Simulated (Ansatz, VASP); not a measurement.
## TiC in VASP and in Ansatz

```
Ti C
1.0
     0.00000    2.22892    2.19646
     2.22892    0.00000    2.19646
     2.22892    2.22892    0.00000
Ti C
1 1
Direct
  0.00000 0.00000 0.00000
  0.50000 0.50000 0.50000
```

Change from the starting cell: strain +0.030 along x and y, +0.015 along z, atoms carried along.

Alike in both runs: task single point; functional r2SCAN; k mesh 18 × 18 × 18; occupations gaussian, width 0.15 eV; no spin polarisation.

|  | VASP | Ansatz |
| --- | --- | --- |
| version | VASP 6.6.1 | Ansatz 0.2.0 |
| potentials or method | VASP PAW PBE potentials, release 64 (Ti_sv, C), cutoff 520 eV | scalar-relativistic, plane waves, PAW |
| valence electrons in the cell | 16 | 16 |

```csv
,VASP,Ansatz,Ansatz less VASP
gap on the k mesh at the Fermi level (eV),none,none,-
pressure (GPa),-15.9,-16.7,-0.79
"traceless stress, the component that is largest in VASP (GPa)",2.84,2.78,-0.057
```

VASP's potentials were made for PBE, not for r2SCAN. A gap of «none» marks a metal or a gap that the smearing closes.
